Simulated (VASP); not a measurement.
# AlAs (F-43m) in VASP: single point with PBE

Aim: the single point of AlAs with PBE.

Program: VASP 6.6.1. These are calculated values, not measurements. Logs are shortened: lines on timing, memory, paths and dates and some standing lists are left out, and cuts for length are marked.

## Step 1: The cell of the first run

It takes space group F-43m (No. 216, cubic). Conventional cell: a = 5.676 Å, b = 5.676 Å, c = 5.676 Å, α = 90.00°, β = 90.00°, γ = 90.00°. Al (site symmetry -43m) has 4 As at 2.46 Å within 3.2 Å. Within 3.2 Å of As (site symmetry -43m) lie 4 Al at 2.46 Å.

## Step 2: Single point, PBE, non-collinear spin, zero start, spin-orbit coupling

Contents of INCAR:

```
SYSTEM = AlAs
PREC = Accurate ; ENCUT = 500
EDIFF = 1E-6 ; ISMEAR = 0
SIGMA = 0.01 ; LREAL = .FALSE.
LASPH = .TRUE. ; NELM = 200
ALGO = Normal ; ISIF = 2
LWAVE = .FALSE. ; LCHARG = .FALSE.
MAGMOM = 0 0 0 0 0 0 ; LORBIT = 11
LSORBIT = .TRUE. ; GGA_COMPAT = .FALSE.
LORBMOM = .TRUE. ; GGA = PE
NBANDS = 20
```

Contents of KPOINTS:

```
regular mesh
0
G
  7 7 7
  0 0 0
```

Contents of POSCAR:

```
AlAs
1.0
    0.0000000000      2.8379010000      2.8379010000
    2.8379010000      0.0000000000      2.8379010000
    2.8379010000      2.8379010000      0.0000000000
Al As
1 1
Direct
    0.0000000000      0.0000000000      0.0000000000
    0.7500000000      0.7500000000      0.7500000000
```

Potentials or basis: VASP PAW PBE potentials, release 64 (Al, As).

Started as:

```
$ cat potpaw_PBE.64/Al/POTCAR potpaw_PBE.64/As/POTCAR > POTCAR
$ mpirun -np 1 vasp_ncl > vasp.out
```

OUTCAR:

```text
SYSTEM = AlAs
   PREC = Accurate
   ENCUT = 500
   EDIFF = 1E-6
   ISMEAR = 0
   LREAL = .FALSE.
   LASPH = .TRUE.
   NELM = 200
   ISIF = 2
   LORBIT = 11
   LSORBIT = .TRUE.
   GGA = PE

 ion  position               nearest neighbor table
   1  0.000  0.000  0.000-   2 2.46   2 2.46   2 2.46   2 2.46
   2  0.750  0.750  0.750-   1 2.46   1 2.46   1 2.46   1 2.46

  LATTYP: Found a face centered cubic cell.
 ALAT       =     5.6758020000

  Lattice vectors:

 A1 = (   0.0000000000,   2.8379010000,   2.8379010000)
 A2 = (   2.8379010000,   0.0000000000,   2.8379010000)
 A3 = (   2.8379010000,   2.8379010000,   0.0000000000)

Analysis of symmetry for initial positions (statically):
=====================================================================
 Subroutine PRICEL returns:
 Original cell was already a primitive cell.

 Routine SETGRP: Setting up the symmetry group for a
 face centered cubic supercell.

 Subroutine GETGRP returns: Found 24 space group operations
 (whereof 24 operations were pure point group operations)
 out of a pool of 48 trial point group operations.

The static configuration has the point symmetry T_d .

Analysis of symmetry for dynamics (positions and initial velocities):
=====================================================================
 Subroutine PRICEL returns:
 Original cell was already a primitive cell.

 Routine SETGRP: Setting up the symmetry group for a
 face centered cubic supercell.

 Subroutine GETGRP returns: Found 24 space group operations
 (whereof 24 operations were pure point group operations)
 out of a pool of 48 trial point group operations.

The dynamic configuration has the point symmetry T_d .

Analysis of structural, dynamic, and magnetic symmetry:
=====================================================================
 Subroutine PRICEL returns:
 Original cell was already a primitive cell.

 Routine SETGRP: Setting up the symmetry group for a
 face centered cubic supercell.

 Subroutine GETGRP returns: Found 24 space group operations
 (whereof 24 operations were pure point group operations)
 out of a pool of 48 trial point group operations.

The overall configuration has the point symmetry T_d .

 Subroutine INISYM returns: Found 24 space group operations
 (whereof 24 operations are pure point group operations),
 and found     1 'primitive' translations

----------------------------------------------------------------------------------------

                                     Primitive cell

  volume of cell :      45.7111

  direct lattice vectors                    reciprocal lattice vectors
     0.000000000  2.837901000  2.837901000    -0.176186555  0.176186555  0.176186555
     2.837901000  0.000000000  2.837901000     0.176186555 -0.176186555  0.176186555
     2.837901000  2.837901000  0.000000000     0.176186555  0.176186555 -0.176186555

  length of vectors
     4.013398083  4.013398083  4.013398083     0.305164064  0.305164064  0.305164064

  position of ions in fractional coordinates (direct lattice)
     0.000000000  0.000000000  0.000000000
     0.750000000  0.750000000  0.750000000

  ion indices of the primitive-cell ions
   primitive index   ion index
                 1           1
                 2           2

----------------------------------------------------------------------------------------

 KPOINTS: regular mesh

Automatic generation of k-mesh.
 Grid dimensions read from file:
 generate k-points for:    7    7    7

 Generating k-lattice:

  Cartesian coordinates                     Fractional coordinates (reciprocal lattice)
    -0.025169508  0.025169508  0.025169508     0.142857143  0.000000000  0.000000000
     0.025169508 -0.025169508  0.025169508     0.000000000  0.142857143  0.000000000
     0.025169508  0.025169508 -0.025169508     0.000000000  0.000000000  0.142857143

  Length of vectors
     0.043594866  0.043594866  0.043594866

  Shift w.r.t. Gamma in fractional coordinates (k-lattice)
     0.000000000  0.000000000  0.000000000

 Subroutine IBZKPT returns following result:
 ===========================================

 Found     30 irreducible k-points:

 Following reciprocal coordinates:
            Coordinates               Weight
  0.000000  0.000000  0.000000      1.000000
  0.142857  0.000000  0.000000      4.000000
 -0.142857  0.000000  0.000000      4.000000
  0.285714  0.000000  0.000000      4.000000
 -0.285714  0.000000  0.000000      4.000000
  0.428571  0.000000  0.000000      4.000000
[... 16 lines left out ...]
 -0.285714  0.285714  0.000000     12.000000
  0.428571  0.428571  0.000000      6.000000
 [... further k-points ...]
   k-points           NKPTS =     30   k-points in BZ     NKDIM =     30   number of bands    NBANDS=     20
   number of dos      NEDOS =    301   number of ions     NIONS =      2
   total plane-waves  NPLWV =  27000
[... 21 lines left out ...]
   ISIF   =      2    stress and relaxation
   ISYM   =      2    0-nonsym 1-usesym 2-fastsym
   POTIM  = 0.5000    time-step for ionic-motion
   TEBEG  =    0.0;   TEEND  =   0.0 temperature during run
   PSTRESS=    0.0 pullay stress
   NELECT =       8.0000    total number of electrons
   NUPDOWN=      -1.0000    fix difference up-down
   EMIN   =  10.00;   EMAX   =-10.00  energy-range for DOS
   EFERMI =   0.00;   METHOD = LEGACY
   ISMEAR =     0;   SIGMA  =   0.01  broadening in eV -4-tet -1-fermi 0-gaus
   EFERMI_NEDOS =   21; number of points for ismear=-14 and -15
   IALGO  =     38    algorithm
   IMIX   =      4    mixing-type and parameters
     AMIX     =   0.40;   BMIX     =  1.00
     AMIX_MAG =   1.60;   BMIX_MAG =  1.00
  volume/ion in A,a.u.               =      22.86       154.24
  Fermi-wavevector in a.u.,A,eV,Ry     =   0.915723  1.730466 11.409153  0.838549
  Thomas-Fermi vector in A             =   2.040497
   LORBIT       =     11    0 simple, 1 ext, 2 COOP (PROOUT), +10 PAW based schemes
   GGA     = PE    functional components
   LHFCALC =     F    Hartree Fock is set to
   AEXX    =    0.0000 exact exchange contribution
   IVDW    =     0    specifies the selected vdW correction
   LEPSILON=     F    determine dielectric tensor
   LRPA    =     F    only Hartree local field effects (RPA)
 Gauss-broadening in eV      SIGMA  =   0.01
  energy-cutoff  :      500.00
  volume of cell :       45.71
 maximum number of plane-waves:      2422
 NGX is ok and might be reduce to    30
   NGX = 15   NGY = 15   NGZ = 15

 number of electron       8.0000000 magnetization       0.0000000      0.0000000      0.0000000

 number of electron       8.0000000 magnetization      -0.0000000     -0.0000000      0.0000000

 number of electron       8.0000000 magnetization       0.0000000      0.0000000     -0.0000000

 Free energy of the ion-electron system (eV)
  ---------------------------------------------------
  ext. energy  EPLUGINS =         0.00000000
  ---------------------------------------------------
  free energy    TOTEN  =        -9.38761542 eV

  energy without entropy =       -9.38761542  energy(sigma->0) =       -9.38761542

 E-fermi :   4.0193     XC(G=0):  -9.0101

 val. band max:        3.9196838423   @ k =   0.0000   0.0000   0.0000
 cond. band min:       5.3789804309   @ k =   0.4286   0.4286   0.0000
 fundamental gap:      1.4592965887
 Fermi energy:         4.0192781380

 k-point     1 :       0.0000    0.0000    0.0000
  band No.  band energies     occupation
      1      -7.9963      1.00000
      2      -7.9963      1.00000
      3       3.6263      1.00000
      4       3.6263      1.00000
      5       3.9197      1.00000
      6       3.9197      1.00000
[... 541 lines left out ...]
     19      15.9909      0.00000
     20      15.9909      0.00000

 [... further k-points ...]
[... 5 lines left out ...]
  --------------------------------------------------------------------------------------
  -------------------------------------------------------------------------------------
  Total        0.6212202      0.6212202      0.6212202     -0.0000000     -0.0000000      0.0000000
  in kB       21.7738107     21.7738107     21.7738107     -0.0000000     -0.0000000      0.0000000
  external PRESSURE =      21.7738107 kB  Pullay stress =       0.0000000 kB

 VOLUME and BASIS-vectors are now :
 -----------------------------------------------------------------------------
  energy-cutoff  :      500.00
  volume of cell :       45.71
      direct lattice vectors                 reciprocal lattice vectors
     0.000000000  2.837901000  2.837901000    -0.176186555  0.176186555  0.176186555
     2.837901000  0.000000000  2.837901000     0.176186555 -0.176186555  0.176186555
     2.837901000  2.837901000  0.000000000     0.176186555  0.176186555 -0.176186555

 POSITION                                       TOTAL-FORCE (eV/Angst)
 -----------------------------------------------------------------------------------
      0.00000      0.00000      0.00000        -0.000000     -0.000000      0.000000
      4.25685      4.25685      4.25685         0.000000      0.000000      0.000000
 -----------------------------------------------------------------------------------
    total drift:                                0.000000      0.000000      0.000000

  FREE ENERGIE OF THE ION-ELECTRON SYSTEM (eV)
  ---------------------------------------------------
  free  energy   TOTEN  =        -9.3876154244 eV

  energy  without entropy=       -9.3876154244  energy(sigma->0) =       -9.38761542

 orbital moment (x)

 # of ion     p       d       tot
 ----------------------------------------
  1         0.000   0.000   0.000
  2         0.000  -0.000   0.000
 ----------------------------------------
            0.000  -0.000   0.000

 orbital moment (y)

 # of ion     p       d       tot
 ----------------------------------------
  1         0.000   0.000   0.000
  2        -0.000  -0.000  -0.000
 ----------------------------------------
            0.000  -0.000   0.000

 orbital moment (z)

 # of ion     p       d       tot
 ----------------------------------------
  1        -0.000   0.000  -0.000
  2         0.000  -0.000  -0.000
 ----------------------------------------
           -0.000  -0.000  -0.000

 Spin-Orbit-Coupling matrix elements

 Ion:    1  E_soc:     -0.0001852
 l=   1
     0.0000000    -0.0000309    -0.0000309
    -0.0000309     0.0000000    -0.0000309
    -0.0000309    -0.0000309     0.0000000
 l=   2
     0.0000000     0.0000000     0.0000000     0.0000000     0.0000000
     0.0000000     0.0000000     0.0000000     0.0000000     0.0000000
     0.0000000     0.0000000     0.0000000     0.0000000     0.0000000
     0.0000000     0.0000000     0.0000000     0.0000000     0.0000000
     0.0000000     0.0000000     0.0000000     0.0000000     0.0000000
 l=   3
     0.0000000     0.0000000     0.0000000     0.0000000     0.0000000     0.0000000     0.0000000
     0.0000000     0.0000000     0.0000000     0.0000000     0.0000000     0.0000000     0.0000000
     0.0000000     0.0000000     0.0000000     0.0000000     0.0000000     0.0000000     0.0000000
     0.0000000     0.0000000     0.0000000     0.0000000     0.0000000     0.0000000     0.0000000
     0.0000000     0.0000000     0.0000000     0.0000000     0.0000000     0.0000000     0.0000000
     0.0000000     0.0000000     0.0000000     0.0000000     0.0000000     0.0000000     0.0000000
     0.0000000     0.0000000     0.0000000     0.0000000     0.0000000     0.0000000     0.0000000

 Ion:    2  E_soc:     -0.0227385
 l=   1
     0.0000000    -0.0037814    -0.0037814
    -0.0037814     0.0000000    -0.0037814
    -0.0037814    -0.0037814     0.0000000
 l=   2
     0.0000000    -0.0000041     0.0000000    -0.0000041    -0.0000043
    -0.0000041     0.0000000    -0.0000032    -0.0000041    -0.0000011
     0.0000000    -0.0000032     0.0000000    -0.0000032     0.0000000
    -0.0000041    -0.0000041    -0.0000032     0.0000000    -0.0000011
    -0.0000043    -0.0000011     0.0000000    -0.0000011     0.0000000
 l=   3
     0.0000000     0.0000000     0.0000000     0.0000000     0.0000000     0.0000000     0.0000000
     0.0000000     0.0000000     0.0000000     0.0000000     0.0000000     0.0000000     0.0000000
     0.0000000     0.0000000     0.0000000     0.0000000     0.0000000     0.0000000     0.0000000
     0.0000000     0.0000000     0.0000000     0.0000000     0.0000000     0.0000000     0.0000000
     0.0000000     0.0000000     0.0000000     0.0000000     0.0000000     0.0000000     0.0000000
     0.0000000     0.0000000     0.0000000     0.0000000     0.0000000     0.0000000     0.0000000
     0.0000000     0.0000000     0.0000000     0.0000000     0.0000000     0.0000000     0.0000000

 total charge

# of ion       s       p       d       tot
------------------------------------------
    1        0.404   0.367   0.000   0.771
    2        1.193   1.682   0.024   2.899
--------------------------------------------------
tot          1.597   2.049   0.024   3.670

 magnetization (x)

# of ion       s       p       d       tot
------------------------------------------
    1        0.000   0.000   0.000   0.000
    2        0.000   0.000   0.000   0.000
--------------------------------------------------
tot          0.000   0.000   0.000   0.000

 magnetization (y)

# of ion       s       p       d       tot
------------------------------------------
    1        0.000   0.000   0.000   0.000
    2        0.000   0.000  -0.000  -0.000
--------------------------------------------------
tot          0.000   0.000  -0.000  -0.000

 magnetization (z)

# of ion       s       p       d       tot
------------------------------------------
    1       -0.000  -0.000   0.000  -0.000
    2        0.000   0.000  -0.000   0.000
--------------------------------------------------
tot         -0.000  -0.000  -0.000  -0.000
```

It took 31 s on 1 thread of AMD EPYC 9R45 (Zen 5), shared host; peak memory 0.25 GiB.

Results:

```yaml
Free_energy: -9.3876 eV
Pressure: 2.2 GPa
Net_moment: 0.00 μB per cell
Valence_electrons_inside_the_program's_atomic_spheres: Al 0.77; As 2.90
```

Moments on the atoms (μB; x, y, z):
```
Al  0.00 0.00 0.00
As  0.00 0.00 0.00
```
